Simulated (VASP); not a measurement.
Wanted: the native input for a VASP 6.6.1 run.

```yaml
Task: single point
Functional: PBE
Potentials_or_basis: VASP PAW PBE potentials, release 64 (Ca_sv, W_sv)
Cutoff: 520 eV
k_mesh: 6 × 6 × 4
Occupations: gaussian, width 0.1 eV
Spin: no spin polarisation
Dipole_correction: no
Further_INCAR_settings: ALGO = Normal; EDIFF = 1e-07; NBANDS = 26
```

The structure of CaW2 lies in POSCAR:

```
CaW2
1.0
    3.4433935600      0.0000000000      0.0000000000
   -1.7216967800      2.9820663000      0.0000000000
    0.0000000000      0.0000000000      7.4308940300
Ca W
1 2
Direct
    0.0000000000      0.0000000000      0.5000000000
    0.3333333300      0.6666666700      0.8608505500
    0.6666666700      0.3333333300      0.1391494500
```

The input as run:

INCAR

```
ALGO = Normal
EDIFF = 1E-7
ENCUT = 520
GGA = PE
ISIF = 2
ISMEAR = 0
LASPH = T
LCHARG = F
LREAL = F
LWAVE = F
NBANDS = 26
NELM = 60
PREC = Accurate
SIGMA = 0.1
```

KPOINTS

```
k-points
0
Gamma
  6 6 4
```

Potentials or basis: VASP PAW PBE potentials, release 64 (Ca_sv, W_sv).

Run with:

```bash
$ cat potpaw_PBE.64/Ca_sv/POTCAR potpaw_PBE.64/W_sv/POTCAR > POTCAR
$ mpirun -np 1 vasp_std > vasp.out
```

Results of the run:

```json
{
 "Pressure": "-21.0 GPa",
 "Largest force": "4.248 eV/Å",
 "Band gap on the k mesh": "zero (band 19 reaches 5.21 eV, above the bottom of band 20 at 4.41 eV)"
}
```

Caveat: spin-orbit coupling is left out, which moves the levels of the heavy elements; forces of over 1 eV/Å act on the atoms, so gaps and moduli don't describe the material at rest.

Wall time 36 s on 1 thread of AMD EPYC 9R14 (Zen 4) (shared host), peak memory 0.19 GiB.
